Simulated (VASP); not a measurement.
YMg2O2, 5 atoms in the cell. The structure is tetragonal, space group I4/mmm (No. 139). The conventional cell has a = 6.667 Å, b = 6.667 Å, c = 5.546 Å, α = 90.00°, β = 90.00°, γ = 90.00°. Y (site symmetry 4/mmm) has 2 O at 2.08 Å within 2.8 Å. Mg (site symmetry mmm) has 2 Mg at 2.77 Å and 2 Y at 3.33 Å and 4 O at 3.40 Å within 3.7 Å. Within 1.9 Å of O (site symmetry 4mm) lie 1 O at 1.39 Å. 

* Program: VASP 6.6.1
* Task: single point
* Functional: PBE
* Potentials or basis: VASP PAW PBE potentials, release 64 (Y_sv, Mg, O)
* Cutoff: 520 eV
* k mesh: 4 × 4 × 4
* Occupations: gaussian, width 0.1 eV
* Spin: no spin polarisation
* Dipole correction: no
* Further INCAR settings: ALGO = Normal; EDIFF = 1e-06; NBANDS = 22

Potentials or basis: VASP PAW PBE potentials, release 64 (Y_sv, Mg, O).

The run is started by

```sh
$ cat potpaw_PBE.64/Y_sv/POTCAR potpaw_PBE.64/Mg/POTCAR potpaw_PBE.64/O/POTCAR > POTCAR
$ mpirun -np 1 vasp_std > vasp.out
```

Hardware: 1 thread of Intel(R) Xeon(R) Platinum 8488C (Sapphire Rapids), on a shared host.

**Question.** How long does it take, and how much memory?

**Answer.** It took 48 s on 1 thread of Intel(R) Xeon(R) Platinum 8488C (Sapphire Rapids), on a shared host, peak memory 0.28 GiB. Counts: scf iterations 14, k points 13.
